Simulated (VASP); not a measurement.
Input of a VASP 6.6.1 run:

File INCAR:

```
  ALGO = Normal
  EDIFF = 1E-7
  ENCUT = 520
  GGA = PS
  ISIF = 2
  ISMEAR = 0
  LASPH = T
  LCHARG = F
  LREAL = F
  LWAVE = F
  NBANDS = 10
  NELM = 100
  PREC = Accurate
  SIGMA = 0.1
```

File KPOINTS:

```
k-points
0
Gamma
  18 18 18
```

Contents of POSCAR:

```
Ir
1.0
    0.0000000000      1.9150217743      1.9150217743
    1.9150217743      0.0000000000      1.9150217743
    1.9150217743      1.9150217743      0.0000000000
Ir
1
Direct
    0.0000000000      0.0000000000      0.0000000000
```

Potentials or basis: VASP PAW PBE potentials, release 64 (Ir).

Run with:

```sh
$ cat potpaw_PBE.64/Ir/POTCAR > POTCAR
$ mpirun -np 1 vasp_std > vasp.out
```

Problem. What does it give for the pressure?

Solution. 1.1 GPa.

Problem. Predict the band gap on the k mesh.

Solution. Zero (an odd number of electrons rules out a gap without spin polarisation).

Caveat: the PAW data sets were made with another functional, which shifts forces and pressure a little; spin-orbit coupling is left out, which moves the levels of the heavy elements.
